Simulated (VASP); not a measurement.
# CuB2 (Imma) in VASP: single point with r2SCAN

Aim: the single point of CuB2 with r2SCAN.

Everything below comes from runs of VASP 6.6.1. Logs are shortened: lines on timing, memory, paths and dates and some standing lists are left out, and cuts for length are marked.

### 1 The cell of the first run

The structure is orthorhombic, space group Imma (No. 74). Conventional cell: a = 2.887 Å, b = 6.725 Å, c = 5.313 Å, α = 90.00°, β = 90.00°, γ = 90.00°. Cu (site symmetry mm2) has 12 B at 2.36 to 2.51 Å and 4 Cu at 2.89 to 2.94 Å within 3.1 Å. B (site symmetry m) has 3 B at 1.66 to 1.75 Å within 2.2 Å.

### 2 Single point, r2SCAN

Input file POSCAR:

```
CuB2
1.0
   -1.4432965965      3.3623729908      2.6562720454
    1.4432965965     -3.3623729908      2.6562720454
    1.4432965965      3.3623729908     -2.6562720454
Cu B
2 4
Direct
    0.7589592138      0.5089592138      0.2500000000
    0.2410407862      0.4910407862      0.7500000000
    0.1580646840      0.1565558295      0.0015088545
    0.6550469750      0.1565558295      0.4984911455
    0.8419353160      0.8434441705      0.9984911455
    0.3449530250      0.8434441705      0.5015088545
```

Input file INCAR.step1:

```
  PREC = Accurate
  ENCUT = 520
  ISMEAR = 0
  SIGMA = 0.1
  LREAL = False
  LASPH = True
  NELM = 80
  NBANDS = 26
  GGA = PE
  ALGO = Normal
  EDIFF = 1E-4
  LWAVE = True
  LCHARG = False
```

Input file INCAR.step2:

```
  PREC = Accurate
  ENCUT = 520
  EDIFF = 1E-6
  ISMEAR = 0
  SIGMA = 0.1
  LREAL = False
  LASPH = True
  NELM = 80
  ALGO = Normal
  ISIF = 2
  LWAVE = False
  LCHARG = True
  METAGGA = R2SCAN
  LMIXTAU = True
  LELF = True
  LVHAR = True
  NBANDS = 26
  ISTART = 1
```

Input file KPOINTS:

```
Automatic mesh
0
Gamma
  6 6 6
```

Potentials or basis: VASP PAW PBE potentials, release 64 (Cu, B).

The run is started by

```bash
$ cat potpaw_PBE.64/Cu/POTCAR potpaw_PBE.64/B/POTCAR > POTCAR
$ cp INCAR.step1 INCAR
$ mpirun -np 1 vasp_std > vasp.out
$ cp INCAR.step2 INCAR
$ mpirun -np 1 vasp_std > vasp.out
```

OUTCAR:

```text
PREC = Accurate
   ENCUT = 520
   EDIFF = 1E-6
   ISMEAR = 0
   LREAL = False
   LASPH = True
   NELM = 80
   ISIF = 2
   METAGGA = R2SCAN
   ISTART = 1

 ion  position               nearest neighbor table
   1  0.759  0.509  0.250-   3 2.36   4 2.36   3 2.36   4 2.36   5 2.38   5 2.38   6 2.38   6 2.38
                             6 2.45   5 2.45
   2  0.241  0.491  0.750-   6 2.36   5 2.36   6 2.36   5 2.36   3 2.38   4 2.38   3 2.38   4 2.38
                             3 2.45   4 2.45
   3  0.158  0.157  0.002-   5 1.66   6 1.75   6 1.75   1 2.36   1 2.36   2 2.38   2 2.38   2 2.45

   4  0.655  0.157  0.498-   6 1.66   5 1.75   5 1.75   1 2.36   1 2.36   2 2.38   2 2.38   2 2.45

   5  0.842  0.843  0.998-   3 1.66   4 1.75   4 1.75   2 2.36   2 2.36   1 2.38   1 2.38   1 2.45

   6  0.345  0.843  0.502-   4 1.66   3 1.75   3 1.75   2 2.36   2 2.36   1 2.38   1 2.38   1 2.45

  LATTYP: Found a body centered orthorhombic cell.
 ALAT       =     2.8865931930
 B/A-ratio  =     1.8404200854
 C/A-ratio  =     2.3296479732

  Lattice vectors:

 A1 = (   1.4432965965,  -3.3623729908,  -2.6562720454)
 A2 = (  -1.4432965965,  -3.3623729908,   2.6562720454)
 A3 = (  -1.4432965965,   3.3623729908,  -2.6562720454)

Analysis of symmetry for initial positions (statically):
=====================================================================
 Subroutine PRICEL returns:
 Original cell was already a primitive cell.

 Routine SETGRP: Setting up the symmetry group for a
 body centered orthorhombic supercell.

 Subroutine GETGRP returns: Found  8 space group operations
 (whereof  4 operations were pure point group operations)
 out of a pool of  8 trial point group operations.

The static configuration has the point symmetry C_2h.
 The point group associated with its full space group is D_2h.

Analysis of symmetry for dynamics (positions and initial velocities):
=====================================================================
 Subroutine PRICEL returns:
 Original cell was already a primitive cell.

 Routine SETGRP: Setting up the symmetry group for a
 body centered orthorhombic supercell.

 Subroutine GETGRP returns: Found  8 space group operations
 (whereof  4 operations were pure point group operations)
 out of a pool of  8 trial point group operations.

The dynamic configuration has the point symmetry C_2h.
 The point group associated with its full space group is D_2h.

 Subroutine INISYM returns: Found  8 space group operations
 (whereof  4 operations are pure point group operations),
 and found     1 'primitive' translations

----------------------------------------------------------------------------------------

                                     Primitive cell

  volume of cell :      51.5625

  direct lattice vectors                    reciprocal lattice vectors
    -1.443296596  3.362372991  2.656272045     0.000000000  0.148704502  0.188233732
     1.443296596 -3.362372991  2.656272045     0.346429141  0.000000000  0.188233732
     1.443296596  3.362372991 -2.656272045     0.346429141  0.148704502  0.000000000

  length of vectors
     4.521552651  4.521552651  4.521552651     0.239885320  0.394265250  0.376996258

  position of ions in fractional coordinates (direct lattice)
     0.758959214  0.508959214  0.250000000
     0.241040786  0.491040786  0.750000000
     0.158064684  0.156555830  0.001508855
     0.655046975  0.156555830  0.498491145
     0.841935316  0.843444170  0.998491145
     0.344953025  0.843444170  0.501508855

  ion indices of the primitive-cell ions
   primitive index   ion index
                 1           1
                 2           2
                 3           3
                 4           4
                 5           5
                 6           6

----------------------------------------------------------------------------------------

 KPOINTS: Automatic mesh

Automatic generation of k-mesh.
 Grid dimensions read from file:
 generate k-points for:    6    6    6

 Generating k-lattice:

  Cartesian coordinates                     Fractional coordinates (reciprocal lattice)
     0.000000000  0.024784084  0.031372289     0.166666667 -0.000000000  0.000000000
     0.057738190  0.000000000  0.031372289     0.000000000  0.166666667  0.000000000
     0.057738190  0.024784084  0.000000000     0.000000000 -0.000000000  0.166666667

  Length of vectors
     0.039980887  0.065710875  0.062832710

  Shift w.r.t. Gamma in fractional coordinates (k-lattice)
     0.000000000  0.000000000  0.000000000

 Subroutine IBZKPT returns following result:
 ===========================================

 Found     46 irreducible k-points:

 Following reciprocal coordinates:
            Coordinates               Weight
  0.000000  0.000000  0.000000      1.000000
  0.166667 -0.000000  0.000000      4.000000
  0.333333 -0.000000  0.000000      4.000000
  0.500000 -0.000000  0.000000      2.000000
 -0.000000  0.166667  0.000000      4.000000
  0.166667  0.166667  0.000000      8.000000
[... 16 lines left out ...]
 -0.166667  0.166667  0.166667      2.000000
  0.166667  0.333333  0.166667      4.000000
 [... further k-points ...]
   k-points           NKPTS =     46   k-points in BZ     NKDIM =     46   number of bands    NBANDS=     26
   number of dos      NEDOS =    301   number of ions     NIONS =      6
   total plane-waves  NPLWV =  46656
   dimension x,y,z NGX =    36 NGY =   36 NGZ =   36
   dimension x,y,z NGXF=    72 NGYF=   72 NGZF=   72
   ions per type =               2   4
   NGX,Y,Z   is equivalent  to a cutoff of  13.24, 13.24, 13.24 a.u.
   NGXF,Y,Z  is equivalent  to a cutoff of  26.47, 26.47, 26.47 a.u.
 SYSTEM =  unknown system
   PREC   = accura    normal or accurate (medium, high low for compatibility)
   ISTART =      1    job   : 0-new  1-cont  2-samecut
   ICHARG =      0    charge: 1-file 2-atom 10-const
   ISPIN  =      1    spin polarized calculation?
   LNONCOLLINEAR =      F non collinear calculations
   LSORBIT =      F    spin-orbit coupling
   LASPH  =      T    aspherical Exc in radial PAW
   ENCUT  =  520.0 eV  38.22 Ry    6.18 a.u.   8.41  8.41  8.41*2*pi/ulx,y,z
   NELM   =     80;   NELMIN=  2; NELMDL=  0     # of ELM steps
   EDIFF  = 0.1E-05   stopping-criterion for ELM
   LREAL  =      F    real-space projection
   EDIFFG = 0.1E-04   stopping-criterion for IOM
   NSW    =      0    number of steps for IOM
   IBRION =     -1    ionic relax: 0-MD 1-quasi-New 2-CG
   NFREE  =      0    steps in history (QN), initial steepest desc. (CG)
   ISIF   =      2    stress and relaxation
   ISYM   =      2    0-nonsym 1-usesym 2-fastsym
   POTIM  = 0.5000    time-step for ionic-motion
   TEBEG  =    0.0;   TEEND  =   0.0 temperature during run
   PSTRESS=    0.0 pullay stress
   NELECT =      34.0000    total number of electrons
   NUPDOWN=      -1.0000    fix difference up-down
   EMIN   =  10.00;   EMAX   =-10.00  energy-range for DOS
   EFERMI =   0.00;   METHOD = LEGACY
   ISMEAR =     0;   SIGMA  =   0.10  broadening in eV -4-tet -1-fermi 0-gaus
   EFERMI_NEDOS =   21; number of points for ismear=-14 and -15
   IALGO  =     38    algorithm
   IMIX   =      4    mixing-type and parameters
     AMIX     =   0.40;   BMIX     =  1.00
     AMIX_MAG =   1.60;   BMIX_MAG =  1.00
  volume/ion in A,a.u.               =       8.59        57.99
  Fermi-wavevector in a.u.,A,eV,Ry     =   1.424918  2.692704 27.625141  2.030391
  Thomas-Fermi vector in A             =   2.545358
   LORBIT       =      0    0 simple, 1 ext, 2 COOP (PROOUT), +10 PAW based schemes
   METAGGA = R2SCAN    functional components
   LHFCALC =     F    Hartree Fock is set to
   AEXX    =    0.0000 exact exchange contribution
   IVDW    =     0    specifies the selected vdW correction
   LEPSILON=     F    determine dielectric tensor
   LRPA    =     F    only Hartree local field effects (RPA)
 non-spin polarized calculation
 Gauss-broadening in eV      SIGMA  =   0.10
  energy-cutoff  :      520.00
  volume of cell :       51.56
 maximum number of plane-waves:      1412
 NGX is ok and might be reduce to    36
   NGX = 17   NGY = 17   NGZ = 17

 number of electron      33.9999993 magnetization

 Free energy of the ion-electron system (eV)
  ---------------------------------------------------
  ext. energy  EPLUGINS =         0.00000000
  ---------------------------------------------------
  free energy    TOTEN  =       -48.80364287 eV

  energy without entropy =      -48.79821883  energy(sigma->0) =      -48.80093085

 E-fermi :   7.0970     XC(G=0): -13.1671

 val. band max:        7.0817609676   @ k =  -0.0000   0.1667   0.0000
 cond. band min:       7.1014254943   @ k =   0.1667  -0.1667   0.1667
 fundamental gap:      0.0196645267
 Fermi energy:         7.0970233676

 k-point     1 :       0.0000    0.0000    0.0000
  band No.  band energies     occupation
      1      -7.1328      2.00000
      2      -2.2811      2.00000
      3      -1.2393      2.00000
      4       2.1235      2.00000
      5       2.8480      2.00000
      6       3.0184      2.00000
[... 18 lines left out ...]
     25      18.0174      0.00000
     26      18.2946      0.00000

 k-point     2 :       0.1667   -0.0000    0.0000
  band No.  band energies     occupation
      1      -6.9316      2.00000
      2      -3.0621      2.00000
      3      -0.5159      2.00000
      4       1.8001      2.00000
      5       2.6255      2.00000
      6       2.9598      2.00000
[... 18 lines left out ...]
     25      18.3871      0.00000
     26      18.4713      0.00000

 k-point     3 :       0.3333   -0.0000    0.0000
  band No.  band energies     occupation
      1      -6.3425      2.00000
      2      -4.2595      2.00000
      3       0.5265      2.00000
      4       1.5065      2.00000
      5       1.8969      2.00000
      6       2.6287      2.00000
[... 572 lines left out ...]
 k-point    23 :      -0.1667    0.1667    0.1667
  band No.  band energies     occupation
      1      -5.3980      2.00000
      2      -0.9408      2.00000
      3      -0.9139      2.00000
      4       1.0534      2.00000
      5       2.1047      2.00000
      6       2.7185      2.00000
[... 18 lines left out ...]
     25      18.9207      0.00000
     26      20.6062      0.00000

 k-point    24 :       0.1667    0.3333    0.1667
  band No.  band energies     occupation
      1      -2.3366      2.00000
      2      -2.1455      2.00000
      3      -1.8549      2.00000
      4      -1.1573      2.00000
      5       2.5204      2.00000
      6       2.6421      2.00000
[... 18 lines left out ...]
     25      17.1208      0.00000
     26      17.4583      0.00000

 [... further k-points ...]

------------------------ aborting loop because EDIFF is reached ----------------------------------------

  FORCE on cell =-STRESS in cart. coord.  units (eV):
  Direction    XX          YY          ZZ          XY          YZ          ZX
  --------------------------------------------------------------------------------------
  -------------------------------------------------------------------------------------
  Total       -0.0038121      0.2638196      0.0781294      0.0000000      0.0000000      0.0000000
  in kB       -0.1184507      8.1975417      2.4276778      0.0000000      0.0000000      0.0000000
  external PRESSURE =       3.5022562 kB  Pullay stress =       0.0000000 kB

 VOLUME and BASIS-vectors are now :
 -----------------------------------------------------------------------------
  energy-cutoff  :      520.00
  volume of cell :       51.56
      direct lattice vectors                 reciprocal lattice vectors
    -1.443296596  3.362372991  2.656272045     0.000000000  0.148704502  0.188233732
     1.443296596 -3.362372991  2.656272045     0.346429141  0.000000000  0.188233732
     1.443296596  3.362372991 -2.656272045     0.346429141  0.148704502  0.000000000

 POSITION                                       TOTAL-FORCE (eV/Angst)
 -----------------------------------------------------------------------------------
     -0.00000      1.68119      2.70387         0.000000      0.000000     -0.017789
      1.44330      1.68119     -0.04760        -0.000000     -0.000000      0.017789
     -0.00000      0.01015      0.83171        -0.000000      0.001064      0.003835
      0.00000      3.35223      0.83171        -0.000000     -0.001064      0.003835
      1.44330      3.35223      1.82456        -0.000000     -0.001064     -0.003835
      1.44330      0.01015      1.82456         0.000000      0.001064     -0.003835
 -----------------------------------------------------------------------------------
    total drift:                                0.000000      0.000000     -0.000000

  FREE ENERGIE OF THE ION-ELECTRON SYSTEM (eV)
  ---------------------------------------------------
  free  energy   TOTEN  =       -48.8036428727 eV

  energy  without entropy=      -48.7982188343  energy(sigma->0) =      -48.80093085
```

It took 2 min on 1 thread of Intel Xeon 6975P-C (Granite Rapids), shared host; peak memory 0.24 GiB.

Results:

```
Free energy            : -48.8036 eV
Pressure               : 0.4 GPa
Largest force          : 0.018 eV/Å
Band gap on the k mesh : zero (band 17 reaches 8.83 eV, above the bottom of band 18 at 6.38 eV)
```

Forces in eV/Å, atoms in the order of the input:
```
Cu   0.000  0.000 -0.018
Cu   0.000  0.000  0.018
B    0.000  0.001  0.004
B    0.000 -0.001  0.004
B    0.000 -0.001 -0.004
B    0.000  0.001 -0.004
```

Caveat: the k points lie up to 0.41 Å⁻¹ apart; the PAW data sets were made with another functional, which shifts forces and pressure a little.
